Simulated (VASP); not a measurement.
# WC (Fm-3m) in VASP: settings compared

The runs below take WC through single point, with LDA, BLYP+D3(BJ).

Program: VASP 6.6.1. These are calculated values, not measurements. Logs are shortened: lines on timing, memory, paths and dates and some standing lists are left out, and cuts for length are marked.

## 1. The cell of the first run

The structure is cubic, space group Fm-3m (No. 225). Conventional cell: a = 4.324 Å, b = 4.324 Å, c = 4.324 Å, α = 90.00°, β = 90.00°, γ = 90.00°. W (site symmetry m-3m) has 6 C at 2.16 Å within 2.9 Å. C (site symmetry m-3m) has 6 W at 2.16 Å within 2.9 Å.

## 2. Single point, LDA

Contents of INCAR:

```
ALGO = Normal
EDIFF = 1E-6
ENCUT = 1300
GGA = CA
GGA_COMPAT = F
ISIF = 2
ISMEAR = 1
LASPH = T
LCHARG = T
LELF = T
LREAL = F
LVHAR = T
LWAVE = F
NBANDS = 16
NELM = 120
PREC = Accurate
SIGMA = 0.15
```

Contents of KPOINTS:

```
k-points
0
Gamma
  9 9 9
```

Contents of POSCAR:

```
WC
1.0
    0.0000000000      2.1620040472      2.1620040472
    2.1620040472      0.0000000000      2.1620040472
    2.1620040472      2.1620040472      0.0000000000
W C
1 1
Direct
    0.0000000000      0.0000000000      0.0000000000
    0.5000000000      0.5000000000      0.5000000000
```

Potentials or basis: VASP PAW LDA potentials, release 64 (W_sv, C_h).

Run with:

```bash
$ cat potpaw_LDA.64/W_sv/POTCAR potpaw_LDA.64/C_h/POTCAR > POTCAR
$ mpirun -np 1 vasp_std > vasp.out
```

OUTCAR:

```text
EDIFF = 1E-6
   ENCUT = 1300
   GGA = CA
   ISIF = 2
   ISMEAR = 1
   LASPH = T
   LREAL = F
   NELM = 120
   PREC = Accurate

 ion  position               nearest neighbor table
   1  0.000  0.000  0.000-   2 2.16   2 2.16   2 2.16   2 2.16   2 2.16   2 2.16
   2  0.500  0.500  0.500-   1 2.16   1 2.16   1 2.16   1 2.16   1 2.16   1 2.16

  LATTYP: Found a face centered cubic cell.
 ALAT       =     4.3240080944

  Lattice vectors:

 A1 = (   0.0000000000,   2.1620040472,   2.1620040472)
 A2 = (   2.1620040472,   0.0000000000,   2.1620040472)
 A3 = (   2.1620040472,   2.1620040472,   0.0000000000)

Analysis of symmetry for initial positions (statically):
=====================================================================
 Subroutine PRICEL returns:
 Original cell was already a primitive cell.

 Routine SETGRP: Setting up the symmetry group for a
 face centered cubic supercell.

 Subroutine GETGRP returns: Found 48 space group operations
 (whereof 48 operations were pure point group operations)
 out of a pool of 48 trial point group operations.

The static configuration has the point symmetry O_h .

Analysis of symmetry for dynamics (positions and initial velocities):
=====================================================================
 Subroutine PRICEL returns:
 Original cell was already a primitive cell.

 Routine SETGRP: Setting up the symmetry group for a
 face centered cubic supercell.

 Subroutine GETGRP returns: Found 48 space group operations
 (whereof 48 operations were pure point group operations)
 out of a pool of 48 trial point group operations.

The dynamic configuration has the point symmetry O_h .

 Subroutine INISYM returns: Found 48 space group operations
 (whereof 48 operations are pure point group operations),
 and found     1 'primitive' translations

----------------------------------------------------------------------------------------

                                     Primitive cell

  volume of cell :      20.2115

  direct lattice vectors                    reciprocal lattice vectors
     0.000000000  2.162004047  2.162004047    -0.231266912  0.231266912  0.231266912
     2.162004047  0.000000000  2.162004047     0.231266912 -0.231266912  0.231266912
     2.162004047  2.162004047  0.000000000     0.231266912  0.231266912 -0.231266912

  length of vectors
     3.057535445  3.057535445  3.057535445     0.400566042  0.400566042  0.400566042

  position of ions in fractional coordinates (direct lattice)
     0.000000000  0.000000000  0.000000000
     0.500000000  0.500000000  0.500000000

  ion indices of the primitive-cell ions
   primitive index   ion index
                 1           1
                 2           2

----------------------------------------------------------------------------------------

 KPOINTS: k-points

Automatic generation of k-mesh.
 Grid dimensions read from file:
 generate k-points for:    9    9    9

 Generating k-lattice:

  Cartesian coordinates                     Fractional coordinates (reciprocal lattice)
    -0.025696324  0.025696324  0.025696324     0.111111111  0.000000000  0.000000000
     0.025696324 -0.025696324  0.025696324     0.000000000  0.111111111  0.000000000
     0.025696324  0.025696324 -0.025696324     0.000000000  0.000000000  0.111111111

  Length of vectors
     0.044507338  0.044507338  0.044507338

  Shift w.r.t. Gamma in fractional coordinates (k-lattice)
     0.000000000  0.000000000  0.000000000

 Subroutine IBZKPT returns following result:
 ===========================================

 Found     35 irreducible k-points:

 Following reciprocal coordinates:
            Coordinates               Weight
  0.000000  0.000000  0.000000      1.000000
  0.111111  0.000000  0.000000      8.000000
  0.222222  0.000000  0.000000      8.000000
  0.333333  0.000000  0.000000      8.000000
  0.444444  0.000000  0.000000      8.000000
  0.111111  0.111111  0.000000      6.000000
[... 16 lines left out ...]
 -0.333333  0.333333  0.000000     12.000000
  0.444444  0.444444  0.000000      6.000000
 [... further k-points ...]
   k-points           NKPTS =     35   k-points in BZ     NKDIM =     35   number of bands    NBANDS=     16
   number of dos      NEDOS =    301   number of ions     NIONS =      2
   total plane-waves  NPLWV =  46656
   dimension x,y,z NGX =    36 NGY =   36 NGZ =   36
   dimension x,y,z NGXF=    72 NGYF=   72 NGZF=   72
   ions per type =               1   1
   NGX,Y,Z   is equivalent  to a cutoff of  19.57, 19.57, 19.57 a.u.
   NGXF,Y,Z  is equivalent  to a cutoff of  39.15, 39.15, 39.15 a.u.
 SYSTEM =  unknown system
   PREC   = accura    normal or accurate (medium, high low for compatibility)
   ISTART =      0    job   : 0-new  1-cont  2-samecut
   ICHARG =      2    charge: 1-file 2-atom 10-const
   ISPIN  =      1    spin polarized calculation?
   LNONCOLLINEAR =      F non collinear calculations
   LSORBIT =      F    spin-orbit coupling
   LASPH  =      T    aspherical Exc in radial PAW
   ENCUT  = 1300.0 eV  95.55 Ry    9.77 a.u.   8.99  8.99  8.99*2*pi/ulx,y,z
   NELM   =    120;   NELMIN=  2; NELMDL= -5     # of ELM steps
   EDIFF  = 0.1E-05   stopping-criterion for ELM
   LREAL  =      F    real-space projection
   EDIFFG = 0.1E-04   stopping-criterion for IOM
   NSW    =      0    number of steps for IOM
   IBRION =     -1    ionic relax: 0-MD 1-quasi-New 2-CG
   NFREE  =      0    steps in history (QN), initial steepest desc. (CG)
   ISIF   =      2    stress and relaxation
   ISYM   =      2    0-nonsym 1-usesym 2-fastsym
   POTIM  = 0.5000    time-step for ionic-motion
   TEBEG  =    0.0;   TEEND  =   0.0 temperature during run
   PSTRESS=    0.0 pullay stress
   NELECT =      18.0000    total number of electrons
   NUPDOWN=      -1.0000    fix difference up-down
   EMIN   =  10.00;   EMAX   =-10.00  energy-range for DOS
   EFERMI =   0.00;   METHOD = LEGACY
   ISMEAR =     1;   SIGMA  =   0.15  broadening in eV -4-tet -1-fermi 0-gaus
   EFERMI_NEDOS =   21; number of points for ismear=-14 and -15
   IALGO  =     38    algorithm
   IMIX   =      4    mixing-type and parameters
     AMIX     =   0.40;   BMIX     =  1.00
     AMIX_MAG =   1.60;   BMIX_MAG =  1.00
  volume/ion in A,a.u.               =      10.11        68.20
  Fermi-wavevector in a.u.,A,eV,Ry     =   1.575067  2.976446 33.753844  2.480838
  Thomas-Fermi vector in A             =   2.676107
   LORBIT       =      0    0 simple, 1 ext, 2 COOP (PROOUT), +10 PAW based schemes
   GGA     = CA    functional components
   LHFCALC =     F    Hartree Fock is set to
   AEXX    =    0.0000 exact exchange contribution
   IVDW    =     0    specifies the selected vdW correction
   LEPSILON=     F    determine dielectric tensor
   LRPA    =     F    only Hartree local field effects (RPA)
 non-spin polarized calculation
 Methfessel and Paxton  Order N= 1 SIGMA  =   0.15
  energy-cutoff  :     1300.00
  volume of cell :       20.21
 maximum number of plane-waves:      2171
   NGX = 17   NGY = 17   NGZ = 17

 number of electron      18.0000000 magnetization

 Free energy of the ion-electron system (eV)
  ---------------------------------------------------
  ext. energy  EPLUGINS =         0.00000000
  ---------------------------------------------------
  free energy    TOTEN  =       -23.79268146 eV

  energy without entropy =      -23.78680950  energy(sigma->0) =      -23.79072414

 E-fermi :  13.1532     XC(G=0): -14.1709

 val. band max:       13.1219785180   @ k =   0.3333   0.0000   0.0000
 cond. band min:      13.1611211273   @ k =   0.2222   0.0000   0.0000
 fundamental gap:      0.0391426093
 Fermi energy:        13.1532008629

 k-point     1 :       0.0000    0.0000    0.0000
  band No.  band energies     occupation
      1     -61.6556      2.00000
      2     -25.9040      2.00000
      3     -25.9040      2.00000
      4     -25.9040      2.00000
      5      -2.7254      2.00000
      6      10.3546      2.00000
[... 8 lines left out ...]
     15      22.9546      0.00000
     16      37.4146      0.00000

 k-point     2 :       0.1111    0.0000    0.0000
  band No.  band energies     occupation
      1     -61.6501      2.00000
      2     -25.9901      2.00000
      3     -25.9130      2.00000
      4     -25.9130      2.00000
      5      -2.3594      2.00000
      6       9.2637      2.00000
[... 8 lines left out ...]
     15      23.7926      0.00000
     16      34.2762      0.00000

 k-point     3 :       0.2222    0.0000    0.0000
  band No.  band energies     occupation
      1     -61.6361      2.00000
      2     -26.2028      2.00000
      3     -25.9358      2.00000
      4     -25.9358      2.00000
      5      -1.3452      2.00000
      6       7.3751      2.00000
[... 8 lines left out ...]
     15      25.5153      0.00000
     16      31.2594      0.00000

 k-point     4 :       0.3333    0.0000    0.0000
  band No.  band energies     occupation
      1     -61.6202      2.00000
      2     -26.4363      2.00000
      3     -25.9615      2.00000
      4     -25.9615      2.00000
      5       0.1041      2.00000
      6       5.4585      2.00000
[... 8 lines left out ...]
     15      26.5600      0.00000
     16      28.2611      0.00000
[... 324 lines left out ...]
 k-point    22 :      -0.4444    0.3333    0.0000
  band No.  band energies     occupation
      1     -61.5949      2.00000
      2     -26.4570      2.00000
      3     -26.2513      2.00000
      4     -26.0989      2.00000
      5       0.2582      2.00000
      6       6.1838      2.00000
[... 8 lines left out ...]
     15      24.9941      0.00000
     16      28.0880      0.00000

 k-point    23 :      -0.3333    0.3333    0.0000
  band No.  band energies     occupation
      1     -61.5966      2.00000
      2     -26.3720      2.00000
      3     -26.3544      2.00000
      4     -26.0558      2.00000
      5       0.8458      2.00000
      6       5.2631      2.00000
[... 8 lines left out ...]
     15      25.2191      0.00000
     16      26.0863      0.00000

 k-point    24 :       0.4444    0.4444    0.0000
  band No.  band energies     occupation
      1     -61.5945      2.00000
      2     -26.5164      2.00000
      3     -26.1453      2.00000
      4     -26.1453      2.00000
      5      -0.4595      2.00000
      6       7.2516      2.00000
[... 8 lines left out ...]
     15      25.4916      0.00000
     16      31.1531      0.00000

 [... further k-points ...]

------------------------ aborting loop because EDIFF is reached ----------------------------------------

  FORCE on cell =-STRESS in cart. coord.  units (eV):
  Direction    XX          YY          ZZ          XY          YZ          ZX
  --------------------------------------------------------------------------------------
  -------------------------------------------------------------------------------------
  Total        0.2941064      0.2941064      0.2941064      0.0000000     -0.0000000      0.0000000
  in kB       23.3139335     23.3139335     23.3139335      0.0000000     -0.0000000      0.0000000
  external PRESSURE =      23.3139335 kB  Pullay stress =       0.0000000 kB

 VOLUME and BASIS-vectors are now :
 -----------------------------------------------------------------------------
  energy-cutoff  :     1300.00
  volume of cell :       20.21
      direct lattice vectors                 reciprocal lattice vectors
     0.000000000  2.162004047  2.162004047    -0.231266912  0.231266912  0.231266912
     2.162004047  0.000000000  2.162004047     0.231266912 -0.231266912  0.231266912
     2.162004047  2.162004047  0.000000000     0.231266912  0.231266912 -0.231266912

 POSITION                                       TOTAL-FORCE (eV/Angst)
 -----------------------------------------------------------------------------------
      0.00000      0.00000      0.00000         0.000000      0.000000      0.000000
      2.16200      2.16200      2.16200         0.000000      0.000000     -0.000000
 -----------------------------------------------------------------------------------
    total drift:                               -0.000000      0.000000      0.000000

  FREE ENERGIE OF THE ION-ELECTRON SYSTEM (eV)
  ---------------------------------------------------
  free  energy   TOTEN  =       -23.7926814606 eV

  energy  without entropy=      -23.7868094980  energy(sigma->0) =      -23.79072414
```

Run time: 15 s. Hardware: 1 thread of Intel Xeon 6975P-C (Granite Rapids), shared host; peak memory 0.21 GiB.

Results:

```
Free energy            : -23.7927 eV
Pressure               : 2.3 GPa
Band gap on the k mesh : zero (bands 9 and 10 overlap by 3.18 eV)
```

Caveat: spin-orbit coupling is left out, which moves the levels of the heavy elements.

## 3. Single point, BLYP+D3(BJ)

This run uses another cell than the first one, of 10.40 Å³/atom.

Contents of INCAR:

```
PREC = Accurate
ENCUT = 1300
EDIFF = 1E-6
ISMEAR = 1
SIGMA = 0.15
LREAL = F
LASPH = T
NELM = 120
ALGO = Normal
ISIF = 2
LWAVE = F
LCHARG = F
GGA = B5
ALDAX = 1.0
AGGAX = 1.0
AGGAC = 1.0
ALDAC = 0.0
IVDW = 12
VDW_S6 = 1.0
VDW_S8 = 2.6996
VDW_A1 = 0.4298
VDW_A2 = 4.2359
NBANDS = 16
GGA_COMPAT = F
```

Contents of KPOINTS:

```
regular mesh
0
Gamma
  9 9 9
```

Contents of POSCAR:

```
WC
1.0
    0.0000000000      2.1826833778      2.1826833778
    2.1826833778      0.0000000000      2.1826833778
    2.1826833778      2.1826833778      0.0000000000
W C
1 1
Direct
    0.0000000000      0.0000000000      0.0000000000
    0.5000000000      0.5000000000      0.5000000000
```

Potentials or basis: VASP PAW PBE potentials, release 64 (W_sv, C_h).

Run with:

```bash
$ cat potpaw_PBE.64/W_sv/POTCAR potpaw_PBE.64/C_h/POTCAR > POTCAR
$ mpirun -np 1 vasp_std > vasp.out
```

It took 21 s on 1 thread of Intel Xeon 6975P-C (Granite Rapids), shared host; peak memory 0.25 GiB.

Results (log left out):

```
Free energy                : -21.2190 eV
Pressure                   : 2.4 GPa
Band gap on the k mesh     : zero (bands 9 and 10 overlap by 2.99 eV)
Dispersion energy per atom : -1.072 eV
```

Levels at points of the mesh, in eV from the Fermi level:
```tsv
k point	band 6	band 7	band 8	band 9	band 10	band 11	band 12	band 13
(0.00, 0.00, 0.00)	-2.64	-2.64	-2.64	-1.02	-1.02	-1.02	-0.84	-0.84
```

Caveat: the dispersion term is far too large for a dense solid, which distorts pressure and volume; the PAW data sets were made with another functional, which shifts forces and pressure a little; spin-orbit coupling is left out, which moves the levels of the heavy elements.

The gap in the log of VASP goes by the Fermi energy; the results here count the filled bands.